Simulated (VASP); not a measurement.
# Al in VASP: single point with PBEsol

Aim: the single point of Al with PBEsol.

Program: VASP 6.6.1. These are calculated values, not measurements. Logs are shortened: lines on timing, memory, paths and dates and some standing lists are left out, and cuts for length are marked.

**1. The cell of the first run**

The cell holds a slab with vacuum, 27 atoms: a = 8.518 Å, b = 8.518 Å, c = 18.023 Å, α = 90.00°, β = 90.00°, γ = 90.00°.

**2. Single point, PBEsol**

INCAR

```
PREC = Accurate ; ENCUT = 520
EDIFF = 1E-6 ; ISMEAR = 0
SIGMA = 0.1 ; LREAL = Auto
LASPH = T ; NELM = 80
ALGO = Normal ; ISIF = 2
LWAVE = F ; LCHARG = T
LDIPOL = T ; IDIPOL = 3
DIPOL = 0.5 0.5 0.195 ; GGA = PS
LELF = T ; LVHAR = T
LVACPOTAV = T ; NBANDS = 60
```

KPOINTS

```
Automatic mesh
0
Gamma
  4 4 1
```

POSCAR

```
Al
1.0
    8.5183477218      0.0000000000      0.0000000000
    0.0000000000      8.5183477218      0.0000000000
    0.0000000000      0.0000000000     18.0233814386
Al
27
Direct
    0.0000000000      0.0000000000      0.0832252264
    0.1666666667      0.1666666667      0.1946246227
    1.0000000000      0.3333333333      0.0832252264
    0.1666666667      0.5000000000      0.1946246227
    1.0000000000      0.6666666667      0.0832252264
    0.1666666667      0.8333333333      0.1946246227
    0.3333333333      1.0000000000      0.0832252264
    0.5000000000      0.1666666667      0.1946246227
    0.3333333333      0.3333333333      0.0832252264
    0.5000000000      0.5000000000      0.1946246227
    0.3333333333      0.6666666667      0.0832252264
    0.5000000000      0.8333333333      0.1946246227
    0.6666666667      1.0000000000      0.0832252264
    0.8333333333      0.1666666667      0.1946246227
    0.6666666667      0.3333333333      0.0832252264
    0.8333333333      0.5000000000      0.1946246227
    0.6666666667      0.6666666667      0.0832252264
    0.8333333333      0.8333333333      0.1946246227
    0.0000000000      0.0000000000      0.3060240191
    1.0000000000      0.3333333333      0.3060240191
    1.0000000000      0.6666666667      0.3060240191
    0.3333333333      1.0000000000      0.3060240191
    0.3333333333      0.3333333333      0.3060240191
    0.3333333333      0.6666666667      0.3060240191
    0.6666666667      1.0000000000      0.3060240191
    0.6666666667      0.3333333333      0.3060240191
    0.6666666667      0.6666666667      0.3060240191
```

Potentials or basis: VASP PAW PBE potentials, release 64 (Al).

Command:

```bash
$ cat potpaw_PBE.64/Al/POTCAR > POTCAR
$ mpirun -np 1 vasp_std > vasp.out
```

OUTCAR:

```text
PREC = Accurate
   ENCUT = 520
   EDIFF = 1E-6
   ISMEAR = 0
   LREAL = Auto
   LASPH = T
   NELM = 80
   ISIF = 2
   GGA = PS

 ion  position               nearest neighbor table
   1  0.000  0.000  0.083-   2 2.84   6 2.84  14 2.84  18 2.84   7 2.84  13 2.84   5 2.84   3 2.84

   2  0.167  0.167  0.195-   9 2.84   7 2.84   3 2.84   1 2.84   8 2.84   4 2.84  23 2.84  22 2.84
                            20 2.84  14 2.84   6 2.84  19 2.84
   3  0.000  0.333  0.083-   2 2.84  14 2.84   4 2.84  16 2.84   1 2.84  15 2.84   9 2.84   5 2.84

   4  0.167  0.500  0.195-   9 2.84  11 2.84   3 2.84   5 2.84   2 2.84  10 2.84   6 2.84  23 2.84
                            24 2.84  16 2.84  20 2.84  21 2.84
   5  0.000  0.667  0.083-   6 2.84  18 2.84  16 2.84   4 2.84   1 2.84  17 2.84  11 2.84   3 2.84

   6  0.167  0.833  0.195-  11 2.84   7 2.84   5 2.84   1 2.84   4 2.84  12 2.84  24 2.84  22 2.84
                            21 2.84  18 2.84   2 2.84  19 2.84
   7  0.333  0.000  0.083-   2 2.84   6 2.84   8 2.84  12 2.84   9 2.84  11 2.84   1 2.84  13 2.84
[... 35 lines left out ...]
  25  0.667  0.000  0.306-  19 2.84  26 2.84  27 2.84  18 2.84  14 2.84  22 2.84   8 2.84  12 2.84

  26  0.667  0.333  0.306-  20 2.84  25 2.84  14 2.84   8 2.84  16 2.84  23 2.84  27 2.84  10 2.84

  27  0.667  0.667  0.306-  21 2.84  25 2.84  18 2.84  16 2.84  12 2.84  24 2.84  26 2.84  10 2.84

  LATTYP: Found a simple tetragonal cell.
 ALAT       =     8.5183477218
 C/A-ratio  =     2.1158306783

  Lattice vectors:

 A1 = (   8.5183477218,   0.0000000000,   0.0000000000)
 A2 = (   0.0000000000,   8.5183477218,   0.0000000000)
 A3 = (   0.0000000000,   0.0000000000,  18.0233814386)

Analysis of symmetry for initial positions (statically):
=====================================================================
 Subroutine PRICEL returns following result:

  LATTYP: Found a simple tetragonal cell.
 ALAT       =     2.8394492403
 C/A-ratio  =     6.3474920357

  Lattice vectors:

 A1 = (   2.8394492403,   0.0000000000,   0.0000000000)
 A2 = (   0.0000000000,   2.8394492403,   0.0000000000)
 A3 = (   0.0000000000,   0.0000000000,  18.0233814386)

   9 primitive cells build up your supercell.

 Routine SETGRP: Setting up the symmetry group for a
 simple tetragonal supercell.

 Subroutine GETGRP returns: Found 16 space group operations
 (whereof  8 operations were pure point group operations)
 out of a pool of 16 trial point group operations.

The static configuration has the point symmetry C_4v.
 The point group associated with its full space group is D_4h.

Analysis of symmetry for dynamics (positions and initial velocities):
=====================================================================
 Subroutine PRICEL returns following result:

  LATTYP: Found a simple tetragonal cell.
 ALAT       =     2.8394492403
 C/A-ratio  =     6.3474920357

  Lattice vectors:

 A1 = (   2.8394492403,   0.0000000000,   0.0000000000)
 A2 = (   0.0000000000,   2.8394492403,   0.0000000000)
 A3 = (   0.0000000000,   0.0000000000,  18.0233814386)

   9 primitive cells build up your supercell.

 Routine SETGRP: Setting up the symmetry group for a
 simple tetragonal supercell.

 Subroutine GETGRP returns: Found 16 space group operations
 (whereof  8 operations were pure point group operations)
 out of a pool of 16 trial point group operations.

The dynamic configuration has the point symmetry C_4v.
 The point group associated with its full space group is D_4h.

 Subroutine INISYM returns: Found 16 space group operations
 (whereof  8 operations are pure point group operations),
 and found     9 'primitive' translations

----------------------------------------------------------------------------------------

                                     Primitive cell

  volume of cell :     145.3130

  direct lattice vectors                    reciprocal lattice vectors
     2.839449240  0.000000000  0.000000000     0.352180974  0.000000000  0.000000000
     0.000000000  2.839449240  0.000000000     0.000000000  0.352180974  0.000000000
     0.000000000  0.000000000 18.023381439     0.000000000  0.000000000  0.055483484

  length of vectors
     2.839449240  2.839449240 18.023381439     0.352180974  0.352180974  0.055483484

  position of ions in fractional coordinates (direct lattice)
     0.000000000  0.000000000  0.083225226
     0.500000000  0.500000000  0.194624623
     0.000000000  0.000000000  0.306024019

  ion indices of the primitive-cell ions
   primitive index   ion index
                 1           1
                 2           2
                 3          19

----------------------------------------------------------------------------------------

 KPOINTS: Automatic mesh

Automatic generation of k-mesh.
 Grid dimensions read from file:
 generate k-points for:    4    4    1

 Generating k-lattice:

  Cartesian coordinates                     Fractional coordinates (reciprocal lattice)
     0.029348415  0.000000000  0.000000000     0.250000000  0.000000000  0.000000000
     0.000000000  0.029348415  0.000000000     0.000000000  0.250000000  0.000000000
     0.000000000  0.000000000  0.055483484     0.000000000  0.000000000  1.000000000

  Length of vectors
     0.029348415  0.029348415  0.055483484

  Shift w.r.t. Gamma in fractional coordinates (k-lattice)
     0.000000000  0.000000000  0.000000000

 Subroutine IBZKPT returns following result:
 ===========================================

 Found      6 irreducible k-points:

 Following reciprocal coordinates:
            Coordinates               Weight
  0.000000  0.000000  0.000000      1.000000
  0.250000  0.000000  0.000000      4.000000
  0.500000  0.000000  0.000000      2.000000
  0.250000  0.250000  0.000000      4.000000
  0.500000  0.250000  0.000000      4.000000
  0.500000  0.500000  0.000000      1.000000
   k-points           NKPTS =      6   k-points in BZ     NKDIM =      6   number of bands    NBANDS=     60
   number of dos      NEDOS =    301   number of ions     NIONS =     27
   total plane-waves  NPLWV = 573440
   dimension x,y,z NGX =    64 NGY =   64 NGZ =  140
   dimension x,y,z NGXF=   128 NGYF=  128 NGZF=  280
   ions per type =              27
   NGX,Y,Z   is equivalent  to a cutoff of  12.49, 12.49, 12.91 a.u.
   NGXF,Y,Z  is equivalent  to a cutoff of  24.98, 24.98, 25.83 a.u.
 SYSTEM =  unknown system
   PREC   = accura    normal or accurate (medium, high low for compatibility)
   ISTART =      0    job   : 0-new  1-cont  2-samecut
   ICHARG =      2    charge: 1-file 2-atom 10-const
   ISPIN  =      1    spin polarized calculation?
   LNONCOLLINEAR =      F non collinear calculations
   LSORBIT =      F    spin-orbit coupling
   LASPH  =      T    aspherical Exc in radial PAW
   ENCUT  =  520.0 eV  38.22 Ry    6.18 a.u.  15.84 15.84 33.51*2*pi/ulx,y,z
   NELM   =     80;   NELMIN=  2; NELMDL= -5     # of ELM steps
   EDIFF  = 0.1E-05   stopping-criterion for ELM
   LREAL  =      T    real-space projection
   EDIFFG = 0.1E-04   stopping-criterion for IOM
   NSW    =      0    number of steps for IOM
   IBRION =     -1    ionic relax: 0-MD 1-quasi-New 2-CG
   NFREE  =      0    steps in history (QN), initial steepest desc. (CG)
   ISIF   =      2    stress and relaxation
   ISYM   =      2    0-nonsym 1-usesym 2-fastsym
   POTIM  = 0.5000    time-step for ionic-motion
   TEBEG  =    0.0;   TEEND  =   0.0 temperature during run
   PSTRESS=    0.0 pullay stress
   NELECT =      81.0000    total number of electrons
   NUPDOWN=      -1.0000    fix difference up-down
   EMIN   =  10.00;   EMAX   =-10.00  energy-range for DOS
   EFERMI =   0.00;   METHOD = LEGACY
   ISMEAR =     0;   SIGMA  =   0.10  broadening in eV -4-tet -1-fermi 0-gaus
   EFERMI_NEDOS =   21; number of points for ismear=-14 and -15
   IALGO  =     38    algorithm
   IMIX   =      4    mixing-type and parameters
     AMIX     =   0.40;   BMIX     =  1.00
     AMIX_MAG =   1.60;   BMIX_MAG =  1.00
  volume/ion in A,a.u.               =      48.44       326.87
  Fermi-wavevector in a.u.,A,eV,Ry     =   0.647720  1.224014  5.708210  0.419542
  Thomas-Fermi vector in A             =   1.716120
   LORBIT       =      0    0 simple, 1 ext, 2 COOP (PROOUT), +10 PAW based schemes
   GGA     = PS    functional components
   LHFCALC =     F    Hartree Fock is set to
   AEXX    =    0.0000 exact exchange contribution
   IVDW    =     0    specifies the selected vdW correction
   LEPSILON=     F    determine dielectric tensor
   LRPA    =     F    only Hartree local field effects (RPA)
 non-spin polarized calculation
 Gauss-broadening in eV      SIGMA  =   0.10
  energy-cutoff  :      520.00
  volume of cell :     1307.82
 maximum number of plane-waves:     35268
 NGX is ok and might be reduce to    64
   NGX = 31   NGY = 31   NGZ = 67

 dipolmoment           0.000000      0.000000      0.001343 electrons x Angstroem

 number of electron      81.0000000 magnetization

 dipolmoment           0.000000      0.000000     -0.000002 electrons x Angstroem

 Free energy of the ion-electron system (eV)
  ---------------------------------------------------
  ext. energy  EPLUGINS =         0.00000000
  ---------------------------------------------------
  free energy    TOTEN  =      -100.18229654 eV

  energy without entropy =     -100.12385083  energy(sigma->0) =     -100.15307368

 E-fermi :  -0.1766     XC(G=0):  -4.5400

 val. band max:       -0.2245764286   @ k =   0.2500   0.2500   0.0000
 cond. band min:      -0.1311200399   @ k =   0.5000   0.0000   0.0000
 fundamental gap:      0.0934563887
 Fermi energy:        -0.1765842351

 k-point     1 :       0.0000    0.0000    0.0000
  band No.  band energies     occupation
      1     -10.5524      2.00000
      2      -8.5369      2.00000
      3      -8.5369      2.00000
      4      -8.5369      2.00000
      5      -8.5369      2.00000
      6      -8.2946      2.00000
[... 319 lines left out ...]
     51       1.4109      0.00000
     52       1.4484      0.00000
 [bands above 52 left out]

------------------------ aborting loop because EDIFF is reached ----------------------------------------

  FORCE on cell =-STRESS in cart. coord.  units (eV):
  Direction    XX          YY          ZZ          XY          YZ          ZX
  --------------------------------------------------------------------------------------
  -------------------------------------------------------------------------------------
  Total      -11.7838085    -11.7838085      0.0314669      0.0000000      0.0000000      0.0000000
  in kB      -14.4360792    -14.4360792      0.0385494      0.0000000      0.0000000      0.0000000
  external PRESSURE =      -9.6112030 kB  Pullay stress =       0.0000000 kB

 VOLUME and BASIS-vectors are now :
 -----------------------------------------------------------------------------
  energy-cutoff  :      520.00
  volume of cell :     1307.82
      direct lattice vectors                 reciprocal lattice vectors
     8.518347722  0.000000000  0.000000000     0.117393658  0.000000000  0.000000000
     0.000000000  8.518347722  0.000000000     0.000000000  0.117393658  0.000000000
     0.000000000  0.000000000 18.023381439     0.000000000  0.000000000  0.055483484

 POSITION                                       TOTAL-FORCE (eV/Angst)
 -----------------------------------------------------------------------------------
      0.00000      0.00000      1.50000         0.000000      0.000000     -0.000083
      1.41972      1.41972      3.50779        -0.000000     -0.000000      0.000000
      0.00000      2.83945      1.50000         0.000000     -0.000000     -0.000083
      1.41972      4.25917      3.50779         0.000000      0.000000      0.000000
      0.00000      5.67890      1.50000         0.000000      0.000000     -0.000083
      1.41972      7.09862      3.50779         0.000000     -0.000000      0.000000
[... 19 lines left out ...]
      5.67890      2.83945      5.51559         0.000000      0.000000      0.000083
      5.67890      5.67890      5.51559         0.000000     -0.000000      0.000083
 -----------------------------------------------------------------------------------
    total drift:                               -0.000000      0.000000     -0.000028

  FREE ENERGIE OF THE ION-ELECTRON SYSTEM (eV)
  ---------------------------------------------------
  free  energy   TOTEN  =      -100.1822965386 eV

  energy  without entropy=     -100.1238508307  energy(sigma->0) =     -100.15307368

 vacuum level on the upper side and lower side of the slab         4.274         4.274
```

Run time: 9 min. Hardware: 1 thread of Intel Xeon 6975P-C (Granite Rapids), shared host; peak memory 1.1 GiB.

Results:

```yaml
Free_energy: -100.1823 eV
Band_gap_on_the_k_mesh: zero (an odd number of electrons rules out a gap without spin polarisation)
```

Levels at points of the mesh, in eV from the Fermi level:
| k point | band 36 | band 37 | band 38 | band 39 | band 40 | band 41 | band 42 | band 43 | band 44 | band 45 |
| --- | --- | --- | --- | --- | --- | --- | --- | --- | --- | --- |
| (0.00, 0.00, 0.00) | -0.85 | -0.41 | -0.41 | -0.41 | -0.41 | 0.26 | 0.26 | 0.26 | 0.26 | 0.29 |
| (0.50, 0.00, 0.00) | -1.28 | -0.71 | 0.05 | 0.05 | 0.05 | 0.05 | 0.11 | 0.71 | 0.71 | 0.71 |
| (0.50, 0.50, 0.00) | -0.48 | -0.23 | -0.23 | -0.23 | -0.23 | -0.05 | -0.05 | 0.57 | 0.57 | 0.57 |

Caveat: the PAW data sets were made with another functional, which shifts forces and pressure a little.

The gap in the log of VASP goes by the Fermi energy; the results here count the filled bands.